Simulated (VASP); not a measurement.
# Zn2PdO4 (Fd-3m) in VASP: electric field gradients with PBE

Aim: the electric field gradients of Zn2PdO4 with PBE.

All numbers are computed with VASP 6.6.1; they aren't measurements. Logs are shortened: lines on timing, memory, paths and dates and some standing lists are left out, and cuts for length are marked.

## Step 1: The cell of the first run

It takes space group Fd-3m (No. 227, cubic). Conventional cell: a = 8.509 Å, b = 8.509 Å, c = 8.509 Å, α = 90.00°, β = 90.00°, γ = 90.00°. Zn (site symmetry -3m) has 6 O at 2.13 Å within 2.8 Å. Pd (site symmetry -43m) has 4 O at 1.84 Å within 2.4 Å. O (site symmetry 3m) has 1 Pd at 1.84 Å and 3 Zn at 2.13 Å within 2.4 Å.

## Step 2: Electric field gradients, PBE

Contents of INCAR:

```
ALGO = Normal ; EDIFF = 1E-8
ENCUT = 520 ; GGA = PE
ISIF = 2 ; ISMEAR = -1
LASPH = True ; LCHARG = False
LEFG = True ; LREAL = False
LWAVE = False ; NBANDS = 71
NELM = 80 ; PREC = Accurate
SIGMA = 0.02
```

Contents of KPOINTS:

```
k-points
0
Gamma
  4 4 4
```

Contents of POSCAR:

```
Zn2PdO4
1.0
    0.0000000000      4.2545000000      4.2545000000
    4.2545000000      0.0000000000      4.2545000000
    4.2545000000      4.2545000000      0.0000000000
Zn Pd O
4 2 8
Direct
    0.1250000000      0.1250000000      0.1250000000
    0.6250000000      0.1250000000      0.1250000000
    0.1250000000      0.1250000000      0.6250000000
    0.1250000000      0.6250000000      0.1250000000
    0.5000000000      0.5000000000      0.5000000000
    0.7500000000      0.7500000000      0.7500000000
    0.8750000000      0.8750000000      0.8750000000
    0.8750000000      0.3750000000      0.3750000000
    0.8750000000      0.8750000000      0.3750000000
    0.3750000000      0.8750000000      0.3750000000
    0.3750000000      0.8750000000      0.8750000000
    0.3750000000      0.3750000000      0.3750000000
    0.8750000000      0.3750000000      0.8750000000
    0.3750000000      0.3750000000      0.8750000000
```

Potentials or basis: VASP PAW PBE potentials, release 64 (Zn, Pd, O).

On the command line:

```sh
$ cat potpaw_PBE.64/Zn/POTCAR potpaw_PBE.64/Pd/POTCAR potpaw_PBE.64/O/POTCAR > POTCAR
$ mpirun -np 1 vasp_std > vasp.out
```

OUTCAR:

```text
EDIFF = 1E-8
   ENCUT = 520
   GGA = PE
   ISIF = 2
   ISMEAR = -1
   LASPH = True
   LREAL = False
   NELM = 80
   PREC = Accurate

 ion  position               nearest neighbor table
   1  0.125  0.125  0.125-   8 2.13   9 2.13  10 2.13  11 2.13  13 2.13  14 2.13   2 3.01   3 3.01
                             4 3.01   3 3.01   4 3.01   2 3.01
   2  0.625  0.125  0.125-   7 2.13   9 2.13  10 2.13  12 2.13  13 2.13  14 2.13   1 3.01   3 3.01
                             4 3.01   1 3.01   3 3.01   4 3.01
   3  0.125  0.125  0.625-   7 2.13   8 2.13  10 2.13  11 2.13  12 2.13  13 2.13   1 3.01   1 3.01
                             2 3.01   4 3.01   4 3.01   2 3.01
   4  0.125  0.625  0.125-   7 2.13   8 2.13   9 2.13  11 2.13  12 2.13  14 2.13   1 3.01   3 3.01
                             1 3.01   2 3.01   3 3.01   2 3.01
   5  0.500  0.500  0.500-   8 1.84  10 1.84  12 1.84  14 1.84
   6  0.750  0.750  0.750-   7 1.84   9 1.84  11 1.84  13 1.84
   7  0.875  0.875  0.875-   6 1.84   3 2.13   4 2.13   2 2.13
   8  0.875  0.375  0.375-   5 1.84   3 2.13   4 2.13   1 2.13
   9  0.875  0.875  0.375-   6 1.84   2 2.13   4 2.13   1 2.13
  10  0.375  0.875  0.375-   5 1.84   2 2.13   3 2.13   1 2.13
  11  0.375  0.875  0.875-   6 1.84   3 2.13   4 2.13   1 2.13
  12  0.375  0.375  0.375-   5 1.84   3 2.13   4 2.13   2 2.13
  13  0.875  0.375  0.875-   6 1.84   2 2.13   3 2.13   1 2.13
  14  0.375  0.375  0.875-   5 1.84   2 2.13   4 2.13   1 2.13

  LATTYP: Found a face centered cubic cell.
 ALAT       =     8.5090000000

  Lattice vectors:

 A1 = (   0.0000000000,   4.2545000000,   4.2545000000)
 A2 = (   4.2545000000,   0.0000000000,   4.2545000000)
 A3 = (   4.2545000000,   4.2545000000,   0.0000000000)

Analysis of symmetry for initial positions (statically):
=====================================================================
 Subroutine PRICEL returns:
 Original cell was already a primitive cell.

 Routine SETGRP: Setting up the symmetry group for a
 face centered cubic supercell.

 Subroutine GETGRP returns: Found 48 space group operations
 (whereof 24 operations were pure point group operations)
 out of a pool of 48 trial point group operations.

The static configuration has the point symmetry T_d .
 The point group associated with its full space group is O_h .

Analysis of symmetry for dynamics (positions and initial velocities):
=====================================================================
 Subroutine PRICEL returns:
 Original cell was already a primitive cell.

 Routine SETGRP: Setting up the symmetry group for a
 face centered cubic supercell.

 Subroutine GETGRP returns: Found 48 space group operations
 (whereof 24 operations were pure point group operations)
 out of a pool of 48 trial point group operations.

The dynamic configuration has the point symmetry T_d .
 The point group associated with its full space group is O_h .

 Subroutine INISYM returns: Found 48 space group operations
 (whereof 24 operations are pure point group operations),
 and found     1 'primitive' translations

----------------------------------------------------------------------------------------

                                     Primitive cell

  volume of cell :     154.0195

  direct lattice vectors                    reciprocal lattice vectors
     0.000000000  4.254500000  4.254500000    -0.117522623  0.117522623  0.117522623
     4.254500000  0.000000000  4.254500000     0.117522623 -0.117522623  0.117522623
     4.254500000  4.254500000  0.000000000     0.117522623  0.117522623 -0.117522623

  length of vectors
     6.016771601  6.016771601  6.016771601     0.203555154  0.203555154  0.203555154

  position of ions in fractional coordinates (direct lattice)
     0.125000000  0.125000000  0.125000000
     0.625000000  0.125000000  0.125000000
     0.125000000  0.125000000  0.625000000
     0.125000000  0.625000000  0.125000000
     0.500000000  0.500000000  0.500000000
     0.750000000  0.750000000  0.750000000
     0.875000000  0.875000000  0.875000000
     0.875000000  0.375000000  0.375000000
     0.875000000  0.875000000  0.375000000
     0.375000000  0.875000000  0.375000000
     0.375000000  0.875000000  0.875000000
     0.375000000  0.375000000  0.375000000
     0.875000000  0.375000000  0.875000000
     0.375000000  0.375000000  0.875000000

  ion indices of the primitive-cell ions
   primitive index   ion index
                 1           1
                 2           2
                 3           3
                 4           4
                 5           5
                 6           6
                 7           7
                 8           8
                 9           9
                10          10
                11          11
                12          12
                13          13
                14          14

[... 68 lines left out ...]
   EFERMI =   0.00;   METHOD = LEGACY
   ISMEAR =    -1;   SIGMA  =   0.02  broadening in eV -4-tet -1-fermi 0-gaus
   EFERMI_NEDOS =   21; number of points for ismear=-14 and -15
   IALGO  =     38    algorithm
   IMIX   =      4    mixing-type and parameters
     AMIX     =   0.40;   BMIX     =  1.00
     AMIX_MAG =   1.60;   BMIX_MAG =  1.00
  volume/ion in A,a.u.               =      11.00        74.24
  Fermi-wavevector in a.u.,A,eV,Ry     =   1.489483  2.814715 30.185348  2.218560
  Thomas-Fermi vector in A             =   2.602386
   LORBIT       =      0    0 simple, 1 ext, 2 COOP (PROOUT), +10 PAW based schemes
   GGA     = PE    functional components
   LHFCALC =     F    Hartree Fock is set to
   AEXX    =    0.0000 exact exchange contribution
   IVDW    =     0    specifies the selected vdW correction
   LEPSILON=     F    determine dielectric tensor
   LRPA    =     F    only Hartree local field effects (RPA)
 non-spin polarized calculation
  energy-cutoff  :      520.00
  volume of cell :      154.02
 maximum number of plane-waves:      4184
 NGX is ok and might be reduce to    48
   NGX = 23   NGY = 23   NGZ = 23

 number of electron     116.0000003 magnetization

 Free energy of the ion-electron system (eV)
  ---------------------------------------------------
  ext. energy  EPLUGINS =         0.00000000
  ---------------------------------------------------
  free energy    TOTEN  =       -61.74589194 eV

  energy without entropy =      -61.73562171  energy(sigma->0) =      -61.74075682

 E-fermi :   4.2485     XC(G=0): -11.5483

 val. band max:        4.1918470352   @ k =   0.2500   0.2500   0.0000
 cond. band min:       4.2891778389   @ k =   0.2500   0.2500   0.0000
 fundamental gap:      0.0973308037
 Fermi energy:         4.2484865824

 k-point     1 :       0.0000    0.0000    0.0000
  band No.  band energies     occupation
      1     -15.4304      2.00000
      2     -14.4240      2.00000
      3     -14.4240      2.00000
      4     -14.4240      2.00000
      5     -14.3824      2.00000
      6     -14.2505      2.00000
[... 573 lines left out ...]
     69      13.0819      0.00000
     70      13.0819      0.00000
 [bands above 70 left out]

------------------------ aborting loop because EDIFF is reached ----------------------------------------

  FORCE on cell =-STRESS in cart. coord.  units (eV):
  Direction    XX          YY          ZZ          XY          YZ          ZX
  --------------------------------------------------------------------------------------
  -------------------------------------------------------------------------------------
  Total       16.5954867     16.5954867     16.5954867     -0.0000000      0.0000000     -0.0000000
  in kB      172.6334683    172.6334683    172.6334683     -0.0000000      0.0000000     -0.0000000
  external PRESSURE =     172.6334683 kB  Pullay stress =       0.0000000 kB

 VOLUME and BASIS-vectors are now :
 -----------------------------------------------------------------------------
  energy-cutoff  :      520.00
  volume of cell :      154.02
      direct lattice vectors                 reciprocal lattice vectors
     0.000000000  4.254500000  4.254500000    -0.117522623  0.117522623  0.117522623
     4.254500000  0.000000000  4.254500000     0.117522623 -0.117522623  0.117522623
     4.254500000  4.254500000  0.000000000     0.117522623  0.117522623 -0.117522623

 POSITION                                       TOTAL-FORCE (eV/Angst)
 -----------------------------------------------------------------------------------
      1.06363      1.06363      1.06363         0.000000      0.000000      0.000000
      1.06363      3.19088      3.19088         0.000000      0.000000      0.000000
      3.19088      3.19088      1.06363         0.000000      0.000000      0.000000
      3.19088      1.06363      3.19088         0.000000      0.000000      0.000000
      4.25450      4.25450      4.25450         0.000000      0.000000      0.000000
      6.38175      6.38175      6.38175         0.000000      0.000000      0.000000
      7.44538      7.44538      7.44538         2.028257      2.028257      2.028257
      3.19088      5.31813      5.31813        -2.028257      2.028257      2.028257
      5.31813      5.31813      7.44538        -2.028257     -2.028257      2.028257
      5.31813      3.19088      5.31813         2.028257     -2.028257      2.028257
      7.44538      5.31813      5.31813         2.028257     -2.028257     -2.028257
      3.19088      3.19088      3.19088        -2.028257     -2.028257     -2.028257
      5.31813      7.44538      5.31813        -2.028257      2.028257     -2.028257
      5.31813      5.31813      3.19088         2.028257      2.028257     -2.028257
 -----------------------------------------------------------------------------------
    total drift:                                0.000000      0.000000      0.000000

  FREE ENERGIE OF THE ION-ELECTRON SYSTEM (eV)
  ---------------------------------------------------
  free  energy   TOTEN  =       -61.7458919420 eV

  energy  without entropy=      -61.7356217056  energy(sigma->0) =      -61.74075682

 Electric field gradients (V/A^2)
---------------------------------------------------------------------
 ion       V_xx      V_yy      V_zz      V_xy      V_xz      V_yz
---------------------------------------------------------------------
   1      -0.000    -0.000    -0.000     5.272     5.272     5.272
   2      -0.000     0.000     0.000    -5.274    -5.274     5.274
   3       0.000     0.000    -0.000     5.274    -5.274    -5.274
   4       0.000    -0.000     0.000    -5.274     5.274    -5.274
   5       0.000    -0.000    -0.000    -0.001    -0.001    -0.001
   6       0.000    -0.000    -0.000    -0.001    -0.001    -0.001
   7       0.000     0.000    -0.000    63.137    63.137    63.137
   8      -0.000     0.000     0.000   -63.141   -63.141    63.137
   9       0.000     0.000    -0.000    63.137   -63.141   -63.141
  10       0.000    -0.000     0.000   -63.141    63.137   -63.141
  11      -0.000     0.000     0.000   -63.141   -63.141    63.137
  12       0.000     0.000    -0.000    63.137    63.137    63.137
  13       0.000    -0.000     0.000   -63.141    63.137   -63.141
  14       0.000     0.000    -0.000    63.137   -63.141   -63.141
---------------------------------------------------------------------

 Electric field gradients after diagonalization (V/A^2)
 (convention: |V_zz| > |V_xx| > |V_yy|)
----------------------------------------------------------------------
 ion       V_xx      V_yy      V_zz     asymmetry (V_yy - V_xx)/ V_zz
----------------------------------------------------------------------
   1      -5.272    -5.272    10.545       0.000
   2      -5.274    -5.273    10.547       0.000
   3      -5.274    -5.273    10.547       0.000
   4      -5.274    -5.273    10.547       0.000
   5       0.001     0.001    -0.001       0.000
   6       0.001     0.001    -0.001       0.000
   7     -63.137   -63.137   126.275       0.000
   8     -63.143   -63.137   126.280       0.000
   9     -63.143   -63.137   126.280       0.000
  10     -63.143   -63.137   126.280       0.000
  11     -63.143   -63.137   126.280       0.000
  12     -63.137   -63.137   126.275       0.000
  13     -63.143   -63.137   126.280       0.000
  14     -63.143   -63.137   126.280       0.000
----------------------------------------------------------------------

           NMR quadrupolar parameters

 Cq : quadrupolar parameter    Cq=e*Q*V_zz/h
 eta: asymmetry parameters     (V_yy - V_xx)/ V_zz
 Q  : nuclear electric quadrupole moment in mb (millibarn)
----------------------------------------------------------------------
 ion       Cq(MHz)       eta       Q (mb)
----------------------------------------------------------------------
   1       0.025       0.000       1.000
   2       0.026       0.000       1.000
   3       0.026       0.000       1.000
   4       0.026       0.000       1.000
   5      -0.000       0.000       1.000
   6      -0.000       0.000       1.000
   7       0.305       0.000       1.000
   8       0.305       0.000       1.000
   9       0.305       0.000       1.000
  10       0.305       0.000       1.000
  11       0.305       0.000       1.000
  12       0.305       0.000       1.000
  13       0.305       0.000       1.000
  14       0.305       0.000       1.000
----------------------------------------------------------------------
```

Run time: 2.2 min. Hardware: 1 thread of Intel Xeon Platinum 8488C (Sapphire Rapids), shared host; peak memory 0.35 GiB.

What came out:

```
Free energy                             : -61.7459 eV
Pressure                                : 17.3 GPa
Band gap on the k mesh                  : zero (bands 58 and 59 overlap by 0.52 eV)
Largest electric field gradient by atom : Zn +10.5; Pd +0.0; O +126.3 V/Å²
```

Electric field gradients, principal values (V/Å²):
```
atom    least   middle  greatest (by size)
1 Zn   -5.272   -5.272              10.545
2 Zn   -5.273   -5.274              10.547
3 Zn   -5.273   -5.274              10.547
4 Zn   -5.273   -5.274              10.547
5 Pd   -0.001    0.001               0.001
6 Pd   -0.001    0.001               0.001
 7 O  -63.137  -63.137             126.275
 8 O  -63.137  -63.143             126.280
 9 O  -63.137  -63.143             126.280
10 O  -63.137  -63.143             126.280
11 O  -63.137  -63.143             126.280
12 O  -63.137  -63.137             126.275
13 O  -63.137  -63.143             126.280
14 O  -63.137  -63.143             126.280
```

Caveat: the cell stands under pressure; without QUAD_EFG the Cq values of the log hold for a quadrupole moment of 1 mb, not for the nuclei.

The gap in the log of VASP goes by the Fermi energy; the results here count the filled bands.